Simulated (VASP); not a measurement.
## Ti3Al: single point with PBE

Crystal: Ti3Al.

```xyz
4
Lattice="2.8794 0.0000 0.0000 -1.4397 2.4937 0.0000 0.0000 0.0000 9.5569" Properties=species:S:1:pos:R:3 pbc="T T T"
Ti    1.4397    0.8312    0.0000
Ti    0.0000    1.6624    7.1720
Ti    0.0000    1.6624    2.3848
Al    1.4397    0.8312    4.7784
```

This cell differs from its parent crystal: c/a of the conventional cell at fixed volume 3.3190.

* Program: VASP 6.6.1
* Task: single point
* Functional: PBE
* Potentials or basis: VASP PAW PBE potentials, release 64 (Ti_sv, Al)
* Cutoff: 520 eV
* k mesh: 15 × 15 × 6
* Occupations: gaussian, width 0.15 eV
* Spin: no spin polarisation

```json
{"Pressure": "-0.4 GPa", "Largest force": "0.117 eV/Å"}
```

Forces in eV/Å, atoms in the order of the input:
```
Ti   0.000  0.000  0.000
Ti   0.000  0.000 -0.117
Ti   0.000  0.000  0.117
Al   0.000  0.000  0.000
```

Stress tensor (GPa, compression positive):
```
 2.08  0.00  0.00
 0.00  2.08  0.00
 0.00  0.00 -5.27
```

Levels at points of the mesh, in eV from the Fermi level:
| k point | band 16 | band 17 | band 18 | band 19 | band 20 | band 21 | band 22 | band 23 | band 24 | band 25 |
| --- | --- | --- | --- | --- | --- | --- | --- | --- | --- | --- |
| (0.00, 0.00, 0.00) | -2.55 | -1.13 | 0.17 | 0.45 | 0.93 | 0.93 | 1.02 | 1.02 | 1.25 | 1.25 |
| (0.00, 0.00, 0.50) | -3.35 | -1.25 | 0.15 | 0.48 | 0.93 | 0.93 | 1.01 | 1.01 | 1.25 | 1.25 |

Run time: 15 min on 1 thread of Intel(R) Xeon(R) Platinum 8488C (Sapphire Rapids) (shared host), peak memory 0.31 GiB.
